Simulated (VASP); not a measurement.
Write the native input for VASP 6.6.1 that does the following.

```
Task                   : electric field gradients
Functional             : PBE
Potentials or basis    : VASP PAW PBE potentials, release 64 (Nb_sv)
Cutoff                 : 520 eV
k mesh                 : 15 × 15 × 15
Occupations            : fermi-dirac, width 0.03 eV
Spin                   : no spin polarisation
Dipole correction      : no
Further INCAR settings : ALGO = Normal; EDIFF = 1e-08; NBANDS = 12
```

The structure of Nb lies in POSCAR:

```
Nb
1.0
   -1.6357420082      1.6357420082      1.6357420082
    1.6357420082     -1.6357420082      1.6357420082
    1.6357420082      1.6357420082     -1.6357420082
Nb
1
Direct
    0.0000000000      0.0000000000      0.0000000000
```

This cell differs from its parent crystal: volume scaled by 0.95.

The input as run:

INCAR

```
SYSTEM = Nb
  PREC = Accurate
  ENCUT = 520
  EDIFF = 1E-8
  ISMEAR = -1
  SIGMA = 0.03
  LREAL = .False.
  LASPH = .True.
  NELM = 60
  ALGO = Normal
  ISIF = 2
  LWAVE = .False.
  LCHARG = .False.
  GGA = PE
  LEFG = .True.
  NBANDS = 12
```

KPOINTS

```
regular mesh
0
Gamma
  15 15 15
  0 0 0
```

Potentials or basis: VASP PAW PBE potentials, release 64 (Nb_sv).

The run is started by

```sh
$ cat potpaw_PBE.64/Nb_sv/POTCAR > POTCAR
$ mpirun -np 1 vasp_std > vasp.out
```

Results of the run:

The pressure is 6.4 GPa.

Caveat: without QUAD_EFG the Cq values of the log hold for a quadrupole moment of 1 mb, not for the nuclei.

Run time: 24 s on 1 thread of Intel(R) Xeon(R) Platinum 8259CL CPU @ 2.50GHz (Skylake/Cascade Lake), on a shared host, peak memory 0.15 GiB.
